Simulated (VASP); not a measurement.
## Sb: single point with PBE

The system is Sb, a slab with vacuum.

```
CELL_PARAMETERS angstrom
3.38884 0.00000 0.00000
-1.69442 2.93482 0.00000
0.00000 0.00000 29.83490
ATOMIC_POSITIONS crystal
Sb 0.16667 0.33333 0.26814
Sb 0.50000 0.00000 0.36089
Sb 0.83333 0.66667 0.45363
Sb 0.16667 0.33333 0.54637
Sb 0.50000 0.00000 0.63911
Sb 0.83333 0.66667 0.73186
```

* Program: VASP 6.6.1
* Task: single point
* Functional: PBE
* Potentials or basis: VASP PAW PBE potentials, release 64 (Sb)
* Cutoff: 520 eV
* k mesh: 11 × 11 × 1
* Occupations: fermi-dirac, width 0.1 eV
* Spin: no spin polarisation
* Dipole correction: yes
* Further INCAR settings: ALGO = Normal; EDIFF = 1e-06; NBANDS = 24

```yaml
Largest_force: 0.277 eV/Å
Band_gap_on_the_k_mesh: zero (bands 15 and 16 overlap by 6.10 eV)
```

Forces on the atoms (eV/Å):
```
Sb   0.000  0.000  0.199
Sb   0.000  0.000 -0.277
Sb   0.000  0.000  0.173
Sb   0.000  0.000 -0.173
Sb   0.000  0.000  0.277
Sb   0.000  0.000 -0.199
```

Levels at points of the mesh, in eV from the Fermi level:
```
           k point  band 11  band 12  band 13  band 14  band 15  band 16  band 17  band 18  band 19  band 20
(0.00, 0.00, 0.00)     1.59     3.35     3.59     3.59     3.79     3.79     3.94     4.15     4.15     4.51
```

Run time: 3.2 min on 1 thread of Intel(R) Xeon(R) 6975P-C (Granite Rapids), on a shared host, peak memory 0.43 GiB.

Caveat: spin-orbit coupling is left out, which moves the levels of the heavy elements.
